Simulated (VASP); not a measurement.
# Ge (Fd-3m) in VASP: single point with PBE

Aim: the single point of Ge with PBE.

Program: VASP 6.6.1. These are calculated values, not measurements. Logs are shortened: lines on timing, memory, paths and dates and some standing lists are left out, and cuts for length are marked.

## Step 1: The cell of the first run

The structure is cubic, space group Fd-3m (No. 227). The conventional cell has a = 5.658 Å, b = 5.658 Å, c = 5.658 Å, α = 90.00°, β = 90.00°, γ = 90.00°. Within 3.2 Å of Ge (site symmetry -43m) lie 4 Ge at 2.45 Å.

## Step 2: Single point, PBE

INCAR

```
PREC = Accurate
ENCUT = 500
EDIFF = 1E-6
ISMEAR = -1
SIGMA = 0.01
LREAL = False
LASPH = True
NELM = 120
ALGO = Normal
ISIF = 2
LWAVE = False
LCHARG = False
GGA = PE
NBANDS = 21
GGA_COMPAT = False
```

KPOINTS

```
Automatic mesh
0
Gamma
  6 6 6
```

POSCAR

```
Ge
1.0
    0.0000000000      2.8289100000      2.8289100000
    2.8289100000      0.0000000000      2.8289100000
    2.8289100000      2.8289100000      0.0000000000
Ge
2
Direct
    0.0000000000      0.0000000000      0.0000000000
    0.2500000000      0.2500000000      0.2500000000
```

Potentials or basis: VASP PAW PBE potentials, release 64 (Ge_d).

Run with:

```
cat potpaw_PBE.64/Ge_d/POTCAR > POTCAR
mpirun -np 1 vasp_std > vasp.out
```

OUTCAR:

```text
PREC = Accurate
   ENCUT = 500
   EDIFF = 1E-6
   ISMEAR = -1
   LREAL = False
   LASPH = True
   NELM = 120
   ISIF = 2
   GGA = PE

 ion  position               nearest neighbor table
   1  0.000  0.000  0.000-   2 2.45   2 2.45   2 2.45   2 2.45
   2  0.250  0.250  0.250-   1 2.45   1 2.45   1 2.45   1 2.45

  LATTYP: Found a face centered cubic cell.
 ALAT       =     5.6578200000

  Lattice vectors:

 A1 = (   0.0000000000,   2.8289100000,   2.8289100000)
 A2 = (   2.8289100000,   0.0000000000,   2.8289100000)
 A3 = (   2.8289100000,   2.8289100000,   0.0000000000)

Analysis of symmetry for initial positions (statically):
=====================================================================
 Subroutine PRICEL returns:
 Original cell was already a primitive cell.

 Routine SETGRP: Setting up the symmetry group for a
 face centered cubic supercell.

 Subroutine GETGRP returns: Found 48 space group operations
 (whereof 24 operations were pure point group operations)
 out of a pool of 48 trial point group operations.

The static configuration has the point symmetry T_d .
 The point group associated with its full space group is O_h .

Analysis of symmetry for dynamics (positions and initial velocities):
=====================================================================
 Subroutine PRICEL returns:
 Original cell was already a primitive cell.

 Routine SETGRP: Setting up the symmetry group for a
 face centered cubic supercell.

 Subroutine GETGRP returns: Found 48 space group operations
 (whereof 24 operations were pure point group operations)
 out of a pool of 48 trial point group operations.

The dynamic configuration has the point symmetry T_d .
 The point group associated with its full space group is O_h .

 Subroutine INISYM returns: Found 48 space group operations
 (whereof 24 operations are pure point group operations),
 and found     1 'primitive' translations

----------------------------------------------------------------------------------------

                                     Primitive cell

  volume of cell :      45.2780

  direct lattice vectors                    reciprocal lattice vectors
     0.000000000  2.828910000  2.828910000    -0.176746521  0.176746521  0.176746521
     2.828910000  0.000000000  2.828910000     0.176746521 -0.176746521  0.176746521
     2.828910000  2.828910000  0.000000000     0.176746521  0.176746521 -0.176746521

  length of vectors
     4.000682889  4.000682889  4.000682889     0.306133954  0.306133954  0.306133954

  position of ions in fractional coordinates (direct lattice)
     0.000000000  0.000000000  0.000000000
     0.250000000  0.250000000  0.250000000

  ion indices of the primitive-cell ions
   primitive index   ion index
                 1           1
                 2           2

----------------------------------------------------------------------------------------

 KPOINTS: Automatic mesh

Automatic generation of k-mesh.
 Grid dimensions read from file:
 generate k-points for:    6    6    6

 Generating k-lattice:

  Cartesian coordinates                     Fractional coordinates (reciprocal lattice)
    -0.029457753  0.029457753  0.029457753     0.166666667  0.000000000  0.000000000
     0.029457753 -0.029457753  0.029457753     0.000000000  0.166666667  0.000000000
     0.029457753  0.029457753 -0.029457753     0.000000000  0.000000000  0.166666667

  Length of vectors
     0.051022326  0.051022326  0.051022326

  Shift w.r.t. Gamma in fractional coordinates (k-lattice)
     0.000000000  0.000000000  0.000000000

 Subroutine IBZKPT returns following result:
 ===========================================

 Found     16 irreducible k-points:

 Following reciprocal coordinates:
            Coordinates               Weight
  0.000000  0.000000  0.000000      1.000000
  0.166667  0.000000  0.000000      8.000000
  0.333333  0.000000  0.000000      8.000000
  0.500000  0.000000  0.000000      4.000000
  0.166667  0.166667  0.000000      6.000000
  0.333333  0.166667  0.000000     24.000000
[... 8 lines left out ...]
 -0.333333  0.333333  0.166667     24.000000
 -0.333333  0.500000  0.166667     12.000000
   k-points           NKPTS =     16   k-points in BZ     NKDIM =     16   number of bands    NBANDS=     21
   number of dos      NEDOS =    301   number of ions     NIONS =      2
   total plane-waves  NPLWV =  27000
   dimension x,y,z NGX =    30 NGY =   30 NGZ =   30
   dimension x,y,z NGXF=    60 NGYF=   60 NGZF=   60
   ions per type =               2
   NGX,Y,Z   is equivalent  to a cutoff of  12.47, 12.47, 12.47 a.u.
   NGXF,Y,Z  is equivalent  to a cutoff of  24.93, 24.93, 24.93 a.u.
 SYSTEM =  unknown system
   PREC   = accura    normal or accurate (medium, high low for compatibility)
   ISTART =      0    job   : 0-new  1-cont  2-samecut
   ICHARG =      2    charge: 1-file 2-atom 10-const
   ISPIN  =      1    spin polarized calculation?
   LNONCOLLINEAR =      F non collinear calculations
   LSORBIT =      F    spin-orbit coupling
   LASPH  =      T    aspherical Exc in radial PAW
   ENCUT  =  500.0 eV  36.75 Ry    6.06 a.u.   7.29  7.29  7.29*2*pi/ulx,y,z
   NELM   =    120;   NELMIN=  2; NELMDL= -5     # of ELM steps
   EDIFF  = 0.1E-05   stopping-criterion for ELM
   LREAL  =      F    real-space projection
   EDIFFG = 0.1E-04   stopping-criterion for IOM
   NSW    =      0    number of steps for IOM
   IBRION =     -1    ionic relax: 0-MD 1-quasi-New 2-CG
   NFREE  =      0    steps in history (QN), initial steepest desc. (CG)
   ISIF   =      2    stress and relaxation
   ISYM   =      2    0-nonsym 1-usesym 2-fastsym
   POTIM  = 0.5000    time-step for ionic-motion
   TEBEG  =    0.0;   TEEND  =   0.0 temperature during run
   PSTRESS=    0.0 pullay stress
   NELECT =      28.0000    total number of electrons
   NUPDOWN=      -1.0000    fix difference up-down
   EMIN   =  10.00;   EMAX   =-10.00  energy-range for DOS
   EFERMI =   0.00;   METHOD = LEGACY
   ISMEAR =    -1;   SIGMA  =   0.01  broadening in eV -4-tet -1-fermi 0-gaus
   EFERMI_NEDOS =   21; number of points for ismear=-14 and -15
   IALGO  =     38    algorithm
   IMIX   =      4    mixing-type and parameters
     AMIX     =   0.40;   BMIX     =  1.00
     AMIX_MAG =   1.60;   BMIX_MAG =  1.00
  volume/ion in A,a.u.               =      22.64       152.78
  Fermi-wavevector in a.u.,A,eV,Ry     =   1.394756  2.635708 26.468033  1.945346
  Thomas-Fermi vector in A             =   2.518275
   LORBIT       =      0    0 simple, 1 ext, 2 COOP (PROOUT), +10 PAW based schemes
   GGA     = PE    functional components
   LHFCALC =     F    Hartree Fock is set to
   AEXX    =    0.0000 exact exchange contribution
   IVDW    =     0    specifies the selected vdW correction
   LEPSILON=     F    determine dielectric tensor
   LRPA    =     F    only Hartree local field effects (RPA)
 non-spin polarized calculation
  energy-cutoff  :      500.00
  volume of cell :       45.28
 maximum number of plane-waves:      1167
 NGX is ok and might be reduce to    30
   NGX = 15   NGY = 15   NGZ = 15

 number of electron      28.0000022 magnetization

 Free energy of the ion-electron system (eV)
  ---------------------------------------------------
  ext. energy  EPLUGINS =         0.00000000
  ---------------------------------------------------
  free energy    TOTEN  =        -8.96442499 eV

  energy without entropy =       -8.96429468  energy(sigma->0) =       -8.96435984

 E-fermi :   5.0259     XC(G=0):  -9.9172

 val. band max:        5.0017396140   @ k =   0.0000   0.0000   0.0000
 cond. band min:       5.0371347009   @ k =   0.0000   0.0000   0.0000
 fundamental gap:      0.0353950869
 Fermi energy:         5.0259119305

 k-point     1 :       0.0000    0.0000    0.0000
  band No.  band energies     occupation
      1     -19.8123      2.00000
      2     -19.8123      2.00000
      3     -19.8123      2.00000
      4     -19.7763      2.00000
      5     -19.7763      2.00000
      6     -19.5657      2.00000
[... 13 lines left out ...]
     20      14.4792      0.00000
     21      14.4792      0.00000

 k-point     2 :       0.1667    0.0000    0.0000
  band No.  band energies     occupation
      1     -19.8243      2.00000
      2     -19.8243      2.00000
      3     -19.8081      2.00000
      4     -19.7590      2.00000
      5     -19.7590      2.00000
      6     -19.5827      2.00000
[... 13 lines left out ...]
     20      13.3508      0.00000
     21      13.3508      0.00000

 k-point     3 :       0.3333    0.0000    0.0000
  band No.  band energies     occupation
      1     -19.8344      2.00000
      2     -19.8344      2.00000
      3     -19.7993      2.00000
      4     -19.7399      2.00000
      5     -19.7399      2.00000
      6     -19.5970      2.00000
[... 13 lines left out ...]
     20      13.9748      0.00000
     21      13.9748      0.00000

 k-point     4 :       0.5000    0.0000    0.0000
  band No.  band energies     occupation
      1     -19.8368      2.00000
      2     -19.8368      2.00000
      3     -19.7948      2.00000
      4     -19.7345      2.00000
      5     -19.7345      2.00000
      6     -19.6002      2.00000
[... 13 lines left out ...]
     20      16.0917      0.00000
     21      16.2232      0.00000

 k-point     5 :       0.1667    0.1667    0.0000
  band No.  band energies     occupation
      1     -19.8219      2.00000
      2     -19.8219      2.00000
      3     -19.8214      2.00000
      4     -19.7606      2.00000
      5     -19.7389      2.00000
      6     -19.6165      2.00000
[... 13 lines left out ...]
     20      13.4119      0.00000
     21      14.9515      0.00000
[... 190 lines left out ...]
     20      16.6140      0.00000
     21      17.8431      0.00000

 k-point    14 :       0.5000    0.3333    0.1667
  band No.  band energies     occupation
      1     -19.8517      2.00000
      2     -19.8487      2.00000
      3     -19.7734      2.00000
      4     -19.7195      2.00000
      5     -19.6852      2.00000
      6     -19.6690      2.00000
[... 13 lines left out ...]
     20      14.9511      0.00000
     21      17.4090      0.00000

 k-point    15 :      -0.3333    0.3333    0.1667
  band No.  band energies     occupation
      1     -19.8618      2.00000
      2     -19.8515      2.00000
      3     -19.7514      2.00000
      4     -19.7014      2.00000
      5     -19.6789      2.00000
      6     -19.6708      2.00000
[... 13 lines left out ...]
     20      16.8001      0.00000
     21      16.9246      0.00000

 k-point    16 :      -0.3333    0.5000    0.1667
  band No.  band energies     occupation
      1     -19.8572      2.00000
      2     -19.8572      2.00000
      3     -19.7312      2.00000
      4     -19.7312      2.00000
      5     -19.6653      2.00000
      6     -19.6653      2.00000
[... 13 lines left out ...]
     20      16.0468      0.00000
     21      17.9475      0.00000

------------------------ aborting loop because EDIFF is reached ----------------------------------------

  FORCE on cell =-STRESS in cart. coord.  units (eV):
  Direction    XX          YY          ZZ          XY          YZ          ZX
  --------------------------------------------------------------------------------------
  -------------------------------------------------------------------------------------
  Total        0.9582491      0.9582491      0.9582491     -0.0000000     -0.0000000     -0.0000000
  in kB       33.9079579     33.9079579     33.9079579     -0.0000000     -0.0000000     -0.0000000
  external PRESSURE =      33.9079579 kB  Pullay stress =       0.0000000 kB

 VOLUME and BASIS-vectors are now :
 -----------------------------------------------------------------------------
  energy-cutoff  :      500.00
  volume of cell :       45.28
      direct lattice vectors                 reciprocal lattice vectors
     0.000000000  2.828910000  2.828910000    -0.176746521  0.176746521  0.176746521
     2.828910000  0.000000000  2.828910000     0.176746521 -0.176746521  0.176746521
     2.828910000  2.828910000  0.000000000     0.176746521  0.176746521 -0.176746521

 POSITION                                       TOTAL-FORCE (eV/Angst)
 -----------------------------------------------------------------------------------
      0.00000      0.00000      0.00000         0.000000      0.000000      0.000000
      1.41446      1.41446      1.41446        -0.000000     -0.000000     -0.000000
 -----------------------------------------------------------------------------------
    total drift:                                0.000000      0.000000      0.000000

  FREE ENERGIE OF THE ION-ELECTRON SYSTEM (eV)
  ---------------------------------------------------
  free  energy   TOTEN  =        -8.9644249906 eV

  energy  without entropy=       -8.9642946818  energy(sigma->0) =       -8.96435984
```

Wall time 8.9 s (1 thread of AMD EPYC 9R45 (Zen 5), shared host); peak memory 0.13 GiB.

Results:

```
Free energy            : -8.9644 eV
Pressure               : 3.4 GPa
Band gap on the k mesh : 0.04 eV, direct
```
